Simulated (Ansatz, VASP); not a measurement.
CaF2: VASP beside Ansatz

```
Ca F
1.0
     0.00000    2.71267    2.71267
     2.71267    0.00000    2.71267
     2.71267    2.71267    0.00000
Ca F
1 2
Direct
  0.00000 0.00000 0.00000
  0.25000 0.25000 0.25000
  0.75000 0.75000 0.75000
```

Alike in both runs: task single point; functional PBEsol; k mesh 6 × 6 × 6; no spin polarisation.

```csv
,VASP,Ansatz
version,VASP 6.6.1,Ansatz 0.2.0
potentials or method,"VASP PAW PBE potentials, release 64 (Ca_sv, F), cutoff 600 eV","plane waves, PAW"
occupations,"gaussian, width 0.01 eV",fixed
valence electrons in the cell,24,24
```

```tsv
	VASP	Ansatz	Ansatz less VASP
pressure (GPa)	0.0	-0.2	-0.26
```

VASP's potentials were made for PBE, not for PBEsol.
